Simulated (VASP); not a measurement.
Input of a VASP 6.6.1 run:

Contents of POSCAR:

```
Si
1.0
    2.6019288548      0.0881946494      0.0015150976
   -1.2327855847      2.2932857479      0.0033133161
   -0.0009938039     -0.0033775823      2.4729152977
Si
1
Direct
    0.0000000000      0.0000000000      0.0000000000
```

INCAR.step1

```
PREC = Accurate
ENCUT = 550
ISMEAR = 0
SIGMA = 0.15
LREAL = F
LASPH = T
NELM = 120
NBANDS = 8
GGA = PE
ALGO = Normal
EDIFF = 1E-5
LWAVE = T
LCHARG = F
GGA_COMPAT = F
```

Contents of INCAR.step2:

```
PREC = Accurate
ENCUT = 550
EDIFF = 1E-6
ISMEAR = 0
SIGMA = 0.15
LREAL = F
LASPH = T
NELM = 120
ALGO = Normal
ISIF = 2
LWAVE = F
LCHARG = F
METAGGA = R2SCAN
LMIXTAU = T
NBANDS = 8
ISTART = 1
GGA_COMPAT = F
```

KPOINTS

```
regular mesh
0
Gamma
  12 12 14
```

Potentials or basis: VASP PAW PBE potentials, release 64 (Si).

Run with:

```sh
$ cat potpaw_PBE.64/Si/POTCAR > POTCAR
$ cp INCAR.step1 INCAR
$ mpirun -np 1 vasp_std > vasp.out
$ cp INCAR.step2 INCAR
$ mpirun -np 1 vasp_std > vasp.out
```

**Question.** What does it give for the band gap on the k mesh?

**Answer.** Zero (bands 2 and 3 overlap by 12.42 eV).

**Question.** Predict the pressure.

**Answer.** -0.1 GPa.

Caveat: the PAW data sets were made with another functional, which shifts forces and pressure a little.
